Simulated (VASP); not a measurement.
# Au (Im-3m) in VASP: notebook

The runs below take Au through single point, relaxation of cell and atoms, with PBEsol.

All numbers are computed with VASP 6.6.1; they aren't measurements. Logs are shortened: lines on timing, memory, paths and dates and some standing lists are left out, and cuts for length are marked.

**1. The cell of the first run**

Symmetry: Im-3m, No. 229, cubic system. The conventional cell has a = 3.085 Å, b = 3.085 Å, c = 3.085 Å, α = 90.00°, β = 90.00°, γ = 90.00°. Within 3.5 Å of Au (site symmetry m-3m) lie 14 Au at 2.67 to 3.09 Å.

**2. Single point, PBEsol**

File INCAR:

```
PREC = Accurate
ENCUT = 500
EDIFF = 1E-6
ISMEAR = -1
SIGMA = 0.05
LREAL = False
LASPH = True
NELM = 120
ALGO = Normal
ISIF = 2
LWAVE = False
LCHARG = False
GGA = PS
NBANDS = 12
GGA_COMPAT = False
```

File KPOINTS:

```
regular mesh
0
Gamma
  9 9 9
```

File POSCAR:

```
Au
1.0
    1.5426739785      1.5426739785      1.5426739785
   -1.5426739785      1.5426739785      1.5426739785
   -1.5426739785     -1.5426739785      1.5426739785
Au
1
Direct
    0.0000000000      0.0000000000      0.0000000000
```

Potentials or basis: VASP PAW PBE potentials, release 64 (Au).

Launch:

```bash
> cat potpaw_PBE.64/Au/POTCAR > POTCAR
> mpirun -np 1 vasp_std > vasp.out
```

OUTCAR:

```text
PREC = Accurate
   ENCUT = 500
   EDIFF = 1E-6
   ISMEAR = -1
   LREAL = False
   LASPH = True
   NELM = 120
   ISIF = 2
   GGA = PS

 ion  position               nearest neighbor table
   1  0.000  0.000  0.000-

  LATTYP: Found a body centered cubic cell.
 ALAT       =     3.0853479570

  Lattice vectors:

 A1 = (   1.5426739785,  -1.5426739785,  -1.5426739785)
 A2 = (   1.5426739785,   1.5426739785,   1.5426739785)
 A3 = (  -1.5426739785,  -1.5426739785,   1.5426739785)

Analysis of symmetry for initial positions (statically):
=====================================================================
 Subroutine PRICEL returns:
 Original cell was already a primitive cell.

 Routine SETGRP: Setting up the symmetry group for a
 body centered cubic supercell.

 Subroutine GETGRP returns: Found 48 space group operations
 (whereof 48 operations were pure point group operations)
 out of a pool of 48 trial point group operations.

The static configuration has the point symmetry O_h .

Analysis of symmetry for dynamics (positions and initial velocities):
=====================================================================
 Subroutine PRICEL returns:
 Original cell was already a primitive cell.

 Routine SETGRP: Setting up the symmetry group for a
 body centered cubic supercell.

 Subroutine GETGRP returns: Found 48 space group operations
 (whereof 48 operations were pure point group operations)
 out of a pool of 48 trial point group operations.

The dynamic configuration has the point symmetry O_h .

 Subroutine INISYM returns: Found 48 space group operations
 (whereof 48 operations are pure point group operations),
 and found     1 'primitive' translations

----------------------------------------------------------------------------------------

                                     Primitive cell

  volume of cell :      14.6853

  direct lattice vectors                    reciprocal lattice vectors
     1.542673979  1.542673979  1.542673979     0.324112552  0.000000000  0.324112552
    -1.542673979  1.542673979  1.542673979    -0.324112552  0.324112552  0.000000000
    -1.542673979 -1.542673979  1.542673979     0.000000000 -0.324112552  0.324112552

  length of vectors
     2.671989710  2.671989710  2.671989710     0.458364367  0.458364367  0.458364367

  position of ions in fractional coordinates (direct lattice)
     0.000000000  0.000000000  0.000000000

  ion indices of the primitive-cell ions
   primitive index   ion index
                 1           1

----------------------------------------------------------------------------------------

 KPOINTS: regular mesh

Automatic generation of k-mesh.
 Grid dimensions read from file:
 generate k-points for:    9    9    9

 Generating k-lattice:

  Cartesian coordinates                     Fractional coordinates (reciprocal lattice)
     0.036012506  0.000000000  0.036012506     0.111111111  0.000000000  0.000000000
    -0.036012506  0.036012506  0.000000000     0.000000000  0.111111111  0.000000000
     0.000000000 -0.036012506  0.036012506     0.000000000  0.000000000  0.111111111

  Length of vectors
     0.050929374  0.050929374  0.050929374

  Shift w.r.t. Gamma in fractional coordinates (k-lattice)
     0.000000000  0.000000000  0.000000000

 Subroutine IBZKPT returns following result:
 ===========================================

 Found     35 irreducible k-points:

 Following reciprocal coordinates:
            Coordinates               Weight
  0.000000  0.000000  0.000000      1.000000
  0.111111  0.000000  0.000000     12.000000
  0.222222  0.000000  0.000000     12.000000
  0.333333  0.000000  0.000000     12.000000
  0.444444  0.000000  0.000000     12.000000
  0.222222  0.111111 -0.000000     24.000000
[... 16 lines left out ...]
  0.111111 -0.444444  0.111111     24.000000
  0.222222 -0.444444  0.111111     24.000000
 [... further k-points ...]
   k-points           NKPTS =     35   k-points in BZ     NKDIM =     35   number of bands    NBANDS=     12
   number of dos      NEDOS =    301   number of ions     NIONS =      1
   total plane-waves  NPLWV =   8000
   dimension x,y,z NGX =    20 NGY =   20 NGZ =   20
   dimension x,y,z NGXF=    40 NGYF=   40 NGZF=   40
   ions per type =               1
   NGX,Y,Z   is equivalent  to a cutoff of  12.44, 12.44, 12.44 a.u.
   NGXF,Y,Z  is equivalent  to a cutoff of  24.89, 24.89, 24.89 a.u.
 SYSTEM =  unknown system
   PREC   = accura    normal or accurate (medium, high low for compatibility)
   ISTART =      0    job   : 0-new  1-cont  2-samecut
   ICHARG =      2    charge: 1-file 2-atom 10-const
   ISPIN  =      1    spin polarized calculation?
   LNONCOLLINEAR =      F non collinear calculations
   LSORBIT =      F    spin-orbit coupling
   LASPH  =      T    aspherical Exc in radial PAW
   ENCUT  =  500.0 eV  36.75 Ry    6.06 a.u.   4.87  4.87  4.87*2*pi/ulx,y,z
   NELM   =    120;   NELMIN=  2; NELMDL= -5     # of ELM steps
   EDIFF  = 0.1E-05   stopping-criterion for ELM
   LREAL  =      F    real-space projection
   EDIFFG = 0.1E-04   stopping-criterion for IOM
   NSW    =      0    number of steps for IOM
   IBRION =     -1    ionic relax: 0-MD 1-quasi-New 2-CG
   NFREE  =      0    steps in history (QN), initial steepest desc. (CG)
   ISIF   =      2    stress and relaxation
   ISYM   =      2    0-nonsym 1-usesym 2-fastsym
   POTIM  = 0.5000    time-step for ionic-motion
   TEBEG  =    0.0;   TEEND  =   0.0 temperature during run
   PSTRESS=    0.0 pullay stress
   NELECT =      11.0000    total number of electrons
   NUPDOWN=      -1.0000    fix difference up-down
   EMIN   =  10.00;   EMAX   =-10.00  energy-range for DOS
   EFERMI =   0.00;   METHOD = LEGACY
   ISMEAR =    -1;   SIGMA  =   0.05  broadening in eV -4-tet -1-fermi 0-gaus
   EFERMI_NEDOS =   21; number of points for ismear=-14 and -15
   IALGO  =     38    algorithm
   IMIX   =      4    mixing-type and parameters
     AMIX     =   0.40;   BMIX     =  1.00
     AMIX_MAG =   1.60;   BMIX_MAG =  1.00
  volume/ion in A,a.u.               =      14.69        99.10
  Fermi-wavevector in a.u.,A,eV,Ry     =   1.486774  2.809595 30.075630  2.210496
  Thomas-Fermi vector in A             =   2.600018
   LORBIT       =      0    0 simple, 1 ext, 2 COOP (PROOUT), +10 PAW based schemes
   GGA     = PS    functional components
   LHFCALC =     F    Hartree Fock is set to
   AEXX    =    0.0000 exact exchange contribution
   IVDW    =     0    specifies the selected vdW correction
   LEPSILON=     F    determine dielectric tensor
   LRPA    =     F    only Hartree local field effects (RPA)
 non-spin polarized calculation
  energy-cutoff  :      500.00
  volume of cell :       14.69
 maximum number of plane-waves:       381
   NGX =  9   NGY =  9   NGZ =  9

 number of electron      11.0000004 magnetization

 Free energy of the ion-electron system (eV)
  ---------------------------------------------------
  ext. energy  EPLUGINS =         0.00000000
  ---------------------------------------------------
  free energy    TOTEN  =        -3.64312412 eV

  energy without entropy =       -3.63882459  energy(sigma->0) =       -3.64097436

 E-fermi :  11.8234     XC(G=0): -13.7829

 val. band max:       11.7048212909   @ k =   0.4444   0.1111   0.1111
 cond. band min:      11.8935173434   @ k =   0.4444   0.2222   0.1111
 fundamental gap:      0.1886960525
 Fermi energy:        11.8233632406

 k-point     1 :       0.0000    0.0000    0.0000
  band No.  band energies     occupation
      1       0.3764      2.00000
      2       6.2045      2.00000
      3       6.2045      2.00000
      4       6.2045      2.00000
      5       8.6712      2.00000
      6       8.6712      2.00000
      7      28.3825      0.00000
      8      28.3825      0.00000
      9      28.3825      0.00000
     10      38.6847      0.00000
     11      38.6847      0.00000
     12      39.1700      0.00000

 k-point     2 :       0.1111    0.0000    0.0000
  band No.  band energies     occupation
      1       0.8909      2.00000
      2       6.0172      2.00000
      3       6.2058      2.00000
      4       6.6081      2.00000
      5       8.4570      2.00000
      6       8.6862      2.00000
      7      28.5228      0.00000
      8      28.5561      0.00000
      9      29.1216      0.00000
     10      35.0802      0.00000
     11      35.3909      0.00000
     12      37.6247      0.00000

 k-point     3 :       0.2222    0.0000    0.0000
  band No.  band energies     occupation
      1       2.1918      2.00000
      2       5.5718      2.00000
      3       6.2455      2.00000
      4       7.7354      2.00000
      5       8.2427      2.00000
      6       8.7475      2.00000
      7      26.4472      0.00000
      8      27.6651      0.00000
      9      31.1341      0.00000
     10      33.7322      0.00000
     11      33.8716      0.00000
     12      34.3599      0.00000
[... 286 lines left out ...]
 k-point    23 :       0.1111   -0.4444    0.1111
  band No.  band energies     occupation
      1       4.0516      2.00000
      2       4.8483      2.00000
      3       7.3730      2.00000
      4       8.7082      2.00000
      5       8.9881      2.00000
      6      13.6790      0.00000
      7      17.1637      0.00000
      8      23.8778      0.00000
      9      23.9651      0.00000
     10      34.9319      0.00000
     11      36.9647      0.00000
     12      38.7018      0.00000

 k-point    24 :       0.2222   -0.4444    0.1111
  band No.  band energies     occupation
      1       4.6024      2.00000
      2       5.2391      2.00000
      3       5.9842      2.00000
      4       8.7821      2.00000
      5       8.9848      2.00000
      6      13.8469      0.00000
      7      18.5675      0.00000
      8      21.9641      0.00000
      9      24.1561      0.00000
     10      34.4400      0.00000
     11      37.8156      0.00000
     12      40.1486      0.00000

 [... further k-points ...]

------------------------ aborting loop because EDIFF is reached ----------------------------------------

  FORCE on cell =-STRESS in cart. coord.  units (eV):
  Direction    XX          YY          ZZ          XY          YZ          ZX
  --------------------------------------------------------------------------------------
  -------------------------------------------------------------------------------------
  Total        3.6324534      3.6324534      3.6324534     -0.0000000     -0.0000000     -0.0000000
  in kB      396.3037460    396.3037460    396.3037460     -0.0000000     -0.0000000     -0.0000000
  external PRESSURE =     396.3037460 kB  Pullay stress =       0.0000000 kB

 VOLUME and BASIS-vectors are now :
 -----------------------------------------------------------------------------
  energy-cutoff  :      500.00
  volume of cell :       14.69
      direct lattice vectors                 reciprocal lattice vectors
     1.542673979  1.542673979  1.542673979     0.324112552  0.000000000  0.324112552
    -1.542673979  1.542673979  1.542673979    -0.324112552  0.324112552  0.000000000
    -1.542673979 -1.542673979  1.542673979     0.000000000 -0.324112552  0.324112552

 POSITION                                       TOTAL-FORCE (eV/Angst)
 -----------------------------------------------------------------------------------
      0.00000      0.00000      0.00000         0.000000      0.000000      0.000000
 -----------------------------------------------------------------------------------
    total drift:                                0.000000      0.000000      0.000000

  FREE ENERGIE OF THE ION-ELECTRON SYSTEM (eV)
  ---------------------------------------------------
  free  energy   TOTEN  =        -3.6431241195 eV

  energy  without entropy=       -3.6388245946  energy(sigma->0) =       -3.64097436
```

It took 4.1 s on 1 thread of Intel Xeon Platinum 8488C (Sapphire Rapids), shared host; peak memory 0.12 GiB.

Results:

```
Free energy : -3.6431 eV
Pressure    : 39.6 GPa
```

Caveat: the PAW data sets were made with another functional, which shifts forces and pressure a little; spin-orbit coupling is left out, which moves the levels of the heavy elements.

**3. Single point, PBEsol**

This run uses another cell than the first one, of 14.00 Å³/atom, 0.953 times its volume.

File INCAR:

```
  ALGO = Normal
  EDIFF = 1E-6
  ENCUT = 500
  GGA = PS
  GGA_COMPAT = F
  ISIF = 2
  ISMEAR = -1
  LASPH = T
  LCHARG = T
  LELF = T
  LREAL = F
  LVHAR = T
  LWAVE = F
  NBANDS = 12
  NELM = 120
  PREC = Accurate
  SIGMA = 0.05
```

File KPOINTS:

```
k-points
0
Gamma
  9 9 9
```

File POSCAR:

```
Au
1.0
    1.5183741323      1.5183741323      1.5183741323
   -1.5183741323      1.5183741323      1.5183741323
   -1.5183741323     -1.5183741323      1.5183741323
Au
1
Direct
    0.0000000000      0.0000000000      0.0000000000
```

Potentials or basis: VASP PAW PBE potentials, release 64 (Au).

Launch:

```bash
> cat potpaw_PBE.64/Au/POTCAR > POTCAR
> mpirun -np 1 vasp_std > vasp.out
```

OUTCAR:

```text
EDIFF = 1E-6
   ENCUT = 500
   GGA = PS
   ISIF = 2
   ISMEAR = -1
   LASPH = T
   LREAL = F
   NELM = 120
   PREC = Accurate

 ion  position               nearest neighbor table
   1  0.000  0.000  0.000-

  LATTYP: Found a body centered cubic cell.
 ALAT       =     3.0367482646

  Lattice vectors:

 A1 = (   1.5183741323,  -1.5183741323,  -1.5183741323)
 A2 = (   1.5183741323,   1.5183741323,   1.5183741323)
 A3 = (  -1.5183741323,  -1.5183741323,   1.5183741323)

Analysis of symmetry for initial positions (statically):
=====================================================================
 Subroutine PRICEL returns:
 Original cell was already a primitive cell.

 Routine SETGRP: Setting up the symmetry group for a
 body centered cubic supercell.

 Subroutine GETGRP returns: Found 48 space group operations
 (whereof 48 operations were pure point group operations)
 out of a pool of 48 trial point group operations.

The static configuration has the point symmetry O_h .

Analysis of symmetry for dynamics (positions and initial velocities):
=====================================================================
 Subroutine PRICEL returns:
 Original cell was already a primitive cell.

 Routine SETGRP: Setting up the symmetry group for a
 body centered cubic supercell.

 Subroutine GETGRP returns: Found 48 space group operations
 (whereof 48 operations were pure point group operations)
 out of a pool of 48 trial point group operations.

The dynamic configuration has the point symmetry O_h .

 Subroutine INISYM returns: Found 48 space group operations
 (whereof 48 operations are pure point group operations),
 and found     1 'primitive' translations

----------------------------------------------------------------------------------------

                                     Primitive cell

  volume of cell :      14.0022

  direct lattice vectors                    reciprocal lattice vectors
     1.518374132  1.518374132  1.518374132     0.329299604  0.000000000  0.329299604
    -1.518374132  1.518374132  1.518374132    -0.329299604  0.329299604  0.000000000
[... 111 lines left out ...]
   IVDW    =     0    specifies the selected vdW correction
   LEPSILON=     F    determine dielectric tensor
   LRPA    =     F    only Hartree local field effects (RPA)
 non-spin polarized calculation
  energy-cutoff  :      500.00
  volume of cell :       14.00
 maximum number of plane-waves:       370
   NGX =  9   NGY =  9   NGZ =  9

 number of electron      10.9999999 magnetization

 Free energy of the ion-electron system (eV)
  ---------------------------------------------------
  ext. energy  EPLUGINS =         0.00000000
  ---------------------------------------------------
  free energy    TOTEN  =        -3.43271527 eV

  energy without entropy =       -3.42932161  energy(sigma->0) =       -3.43101844

 E-fermi :  12.8103     XC(G=0): -14.0761

 val. band max:       12.6199613015   @ k =   0.4444   0.1111   0.1111
 cond. band min:      12.8918672992   @ k =   0.4444   0.2222   0.1111
 fundamental gap:      0.2719059977
 Fermi energy:        12.8103354959

 k-point     1 :       0.0000    0.0000    0.0000
  band No.  band energies     occupation
      1       0.7470      2.00000
      2       6.8274      2.00000
      3       6.8274      2.00000
      4       6.8274      2.00000
      5       9.4822      2.00000
      6       9.4822      2.00000
      7      29.2607      0.00000
      8      29.2607      0.00000
      9      29.2607      0.00000
     10      40.1990      0.00000
     11      40.1990      0.00000
     12      41.0952      0.00000
[... 331 lines left out ...]
 k-point    24 :       0.2222   -0.4444    0.1111
  band No.  band energies     occupation
      1       5.1032      2.00000
      2       5.7765      2.00000
      3       6.5827      2.00000
      4       9.6125      2.00000
      5       9.8362      2.00000
      6      14.9785      0.00000
      7      19.7464      0.00000
      8      23.2265      0.00000
      9      25.3842      0.00000
     10      35.5746      0.00000
     11      39.1255      0.00000
     12      41.6079      0.00000

 [... further k-points ...]

------------------------ aborting loop because EDIFF is reached ----------------------------------------

  FORCE on cell =-STRESS in cart. coord.  units (eV):
  Direction    XX          YY          ZZ          XY          YZ          ZX
  --------------------------------------------------------------------------------------
  -------------------------------------------------------------------------------------
  Total        5.2177709      5.2177709      5.2177709      0.0000000      0.0000000      0.0000000
  in kB      597.0342000    597.0342000    597.0342000      0.0000000      0.0000000      0.0000000
  external PRESSURE =     597.0342000 kB  Pullay stress =       0.0000000 kB

 VOLUME and BASIS-vectors are now :
 -----------------------------------------------------------------------------
  energy-cutoff  :      500.00
  volume of cell :       14.00
      direct lattice vectors                 reciprocal lattice vectors
     1.518374132  1.518374132  1.518374132     0.329299604  0.000000000  0.329299604
    -1.518374132  1.518374132  1.518374132    -0.329299604  0.329299604  0.000000000
    -1.518374132 -1.518374132  1.518374132     0.000000000 -0.329299604  0.329299604

 POSITION                                       TOTAL-FORCE (eV/Angst)
 -----------------------------------------------------------------------------------
      0.00000      0.00000      0.00000         0.000000     -0.000000      0.000000
 -----------------------------------------------------------------------------------
    total drift:                               -0.000000      0.000000      0.000000

  FREE ENERGIE OF THE ION-ELECTRON SYSTEM (eV)
  ---------------------------------------------------
  free  energy   TOTEN  =        -3.4327152697 eV

  energy  without entropy=       -3.4293216096  energy(sigma->0) =       -3.43101844
```

stdout:

```text
POSCAR found type information on POSCAR Au
 POSCAR found :  1 types and       1 ions
 scaLAPACK will be used
 -----------------------------------------------------------------------------
|                                                                             |
|                                                                             |
|     You enforced a specific xc type in the INCAR file but a different       |
|     I HOPE YOU KNOW WHAT YOU ARE DOING!                                     |
|                                                                             |
 -----------------------------------------------------------------------------

 LDA part: xc-table for (Slater+PW92), standard interpolation
 POSCAR, INCAR and KPOINTS ok, starting setup
 FFT: planning ... GRIDC
 FFT: planning ... GRID_SOFT
 FFT: planning ... GRID
 WAVECAR not read
 entering main loop
```

Run time: 4.4 s. Hardware: 1 thread of Intel Xeon Platinum 8488C (Sapphire Rapids), shared host; peak memory 0.12 GiB.

Results:

```
Free energy : -3.4327 eV
Pressure    : 59.7 GPa
```

Levels at points of the mesh, in eV from the Fermi level:
```csv
k point,band 4,band 5,band 6,band 7,band 8,band 9
"(0.00, 0.00, 0.00)",-5.98,-3.33,-3.33,16.45,16.45,16.45
```

Caveat: the PAW data sets were made with another functional, which shifts forces and pressure a little; spin-orbit coupling is left out, which moves the levels of the heavy elements.

(Continued in part 2 of 2.)
